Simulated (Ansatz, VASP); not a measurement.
One calculation of SbRu2, two programs

```
Sb Ru
1.0
    -1.77610    1.77610    3.97049
     1.77610   -1.77610    3.97049
     1.77610    1.77610   -3.97049
Sb Ru
1 2
Direct
  0.00000 0.00000 0.00000
  0.66565 0.66565 0.00000
  0.33435 0.33435 0.00000
```

Alike in both runs: functional PBE; k mesh 18 × 18 × 18; occupations gaussian, width 0.1 eV; no spin polarisation.

Ansatz relaxed the structure, and its values are those at the end. VASP's run is a single point on that final structure, the one shown.

```csv
,VASP,Ansatz
version,VASP 6.6.1,Ansatz 0.2.0
potentials or method,"VASP PAW PBE potentials, release 64 (Sb, Ru_pv), cutoff 520 eV","scalar-relativistic, plane waves, PAW"
valence electrons in the cell,33,47
```

Ansatz gave:

| Quantity | Value |
| --- | --- |
| gap on the k mesh at the Fermi level (eV) | none |
| pressure (GPa) | 0.0 |
| rms of the force components (eV/Å) | 0.002 |

Problem. Estimate VASP's values.

Solution. gap on the k mesh at the Fermi level (eV): none; pressure (GPa): -0.3; rms of the force components (eV/Å): 0.006.

A gap of «none» marks a metal or a gap that the smearing closes. The functional is the same, so the differences come from potentials, cutoffs and numerics. VASP's potentials hold 33 valence electrons a cell and Ansatz's 47, so a difference there can come from the potentials and not from the codes.

Neither program's run includes spin-orbit coupling.
